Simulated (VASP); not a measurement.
**Na: single point with PBE**

Crystal: Na.

```
CELL_PARAMETERS angstrom
-2.21997 2.11873 2.11873
2.11873 -2.21997 2.11873
2.11873 2.11873 -2.21997
ATOMIC_POSITIONS crystal
Na 0.00000 0.00000 0.00000
```

This cell differs from its parent crystal: ratio of the length along [111] to the lengths across it x 0.93, volume and fractional coordinates fixed.

```yaml
Program: VASP 6.6.1
Task: single point
Functional: PBE
Potentials_or_basis: VASP PAW PBE potentials, release 64 (Na_pv)
Cutoff: 520 eV
k_mesh: 18 × 18 × 18
Occupations: gaussian, width 0.15 eV
Spin: no spin polarisation
Dipole_correction: no
Further_INCAR_settings: ALGO = Fast; EDIFF = 1e-07; NBANDS = 10
```

```
Pressure : -0.2 GPa
```

Stress tensor (GPa, compression positive):
```
-0.19  0.33  0.33
 0.33 -0.19  0.33
 0.33  0.33 -0.19
```

Levels at points of the mesh, in eV from the Fermi level:
| k point | band 1 | band 2 | band 3 | band 4 | band 5 | band 6 |
| --- | --- | --- | --- | --- | --- | --- |
| (0.00, 0.00, 0.00) | -24.94 | -24.94 | -24.94 | -3.24 | 11.26 | 11.26 |
| (0.50, 0.00, 0.00) | -24.98 | -24.95 | -24.94 | 0.93 | 1.42 | 7.99 |
| (0.50, 0.50, 0.00) | -24.97 | -24.95 | -24.94 | 0.57 | 0.96 | 8.03 |
| (0.50, 0.50, 0.50) | -24.98 | -24.96 | -24.96 | 4.49 | 4.49 | 4.72 |

Run time: 3.2 min on 1 thread of Intel(R) Xeon(R) Platinum 8375C CPU @ 2.90GHz (Ice Lake) (shared host), peak memory 0.28 GiB.
